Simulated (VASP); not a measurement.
Here is a VASP 6.6.1 calculation.

The input INCAR:

```
SYSTEM = BN
ALGO = Normal
EDIFF = 1E-7
EDIFFG = -0.005
ENCUT = 600
GGA_COMPAT = .False.
IBRION = 2
ISIF = 3
ISMEAR = 1
LASPH = .True.
LCHARG = .False.
LREAL = .False.
LWAVE = .False.
NELM = 120
NELMIN = 4
NSW = 70
PREC = Accurate
SIGMA = 0.02
```

Contents of KPOINTS:

```
k-points
0
Gamma
  12 12 12
  0 0 0
```

The input POSCAR:

```
BN
1.0
    0.0000000000      1.8123485119      1.8123485119
    1.8123485119      0.0000000000      1.8123485119
    1.8123485119      1.8123485119      0.0000000000
B N
1 1
Direct
    0.0000000000      0.0000000000      0.0000000000
    0.7500000000      0.7500000000      0.7500000000
```

Potentials or basis: VASP PAW LDA potentials, release 64 (B, N).

Launch:

```sh
$ cat potpaw_LDA.64/B/POTCAR potpaw_LDA.64/N/POTCAR > POTCAR
$ mpirun -np 1 vasp_std > vasp.out
```

**Question.** Predict the relaxed cell.

**Answer.** a = 2.533 Å, b = 2.533 Å, c = 2.533 Å, α = 60.00°, β = 60.00°, γ = 60.00°.

**Question.** Estimate the space group after relaxing (to 0.1 Å).

**Answer.** F-43m (No. 216).

**Question.** What does it give for the relaxed volume?

**Answer.** 5.75 Å³/atom.

Final structure:
```cif
data_structure
_symmetry_space_group_name_H-M 'P 1'
_symmetry_Int_Tables_number 1
_cell_length_a 2.5335
_cell_length_b 2.5335
_cell_length_c 2.5335
_cell_angle_alpha 60.000
_cell_angle_beta 60.000
_cell_angle_gamma 60.000
_cell_volume 11.50
loop_
_atom_site_label
_atom_site_type_symbol
_atom_site_fract_x
_atom_site_fract_y
_atom_site_fract_z
_atom_site_occupancy
B1 B 0.00000 0.00000 0.00000 1
N1 N 0.75000 0.75000 0.75000 1
```
